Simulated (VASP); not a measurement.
Set up this calculation in VASP 6.6.1, as the native input.

* Task: single point
* Functional: PBE
* Potentials or basis: VASP PAW PBE potentials, release 64 (Pb_d, Se)
* Cutoff: 500 eV
* k mesh: 6 × 6 × 6
* Occupations: gaussian, width 0.01 eV
* Spin: no spin polarisation
* Dipole correction: no
* Further INCAR settings: ALGO = Normal; EDIFF = 1e-06; NBANDS = 17

The structure of PbSe (Clausthalite) lies in POSCAR:

```
PbSe
1.0
    0.0000000000      3.1009263293      3.1009263293
    3.1009263293      0.0000000000      3.1009263293
    3.1009263293      3.1009263293      0.0000000000
Pb Se
1 1
Direct
    0.0000000000      0.0000000000      0.0000000000
    0.5000000000      0.5000000000      0.5000000000
```

One way to write it, as run:

INCAR

```
SYSTEM = PbSe
PREC = Accurate
ENCUT = 500
EDIFF = 1E-6
ISMEAR = 0
SIGMA = 0.01
LREAL = .False.
LASPH = .True.
NELM = 120
ALGO = Normal
ISIF = 2
LWAVE = .False.
LCHARG = .False.
GGA = PE
NBANDS = 17
GGA_COMPAT = .False.
```

KPOINTS

```
Automatic mesh
0
Gamma
  6 6 6
  0 0 0
```

Potentials or basis: VASP PAW PBE potentials, release 64 (Pb_d, Se).

Run with:

```bash
$ cat potpaw_PBE.64/Pb_d/POTCAR potpaw_PBE.64/Se/POTCAR > POTCAR
$ mpirun -np 1 vasp_std > vasp.out
```

It gave:

The pressure is 0.3 GPa. The band gap on the k mesh is 0.42 eV, direct.

Caveat: spin-orbit coupling is left out, which moves the levels of the heavy elements.

It took 12 s on 1 thread of Intel Xeon 6975P-C (shared host), peak memory 0.17 GiB.
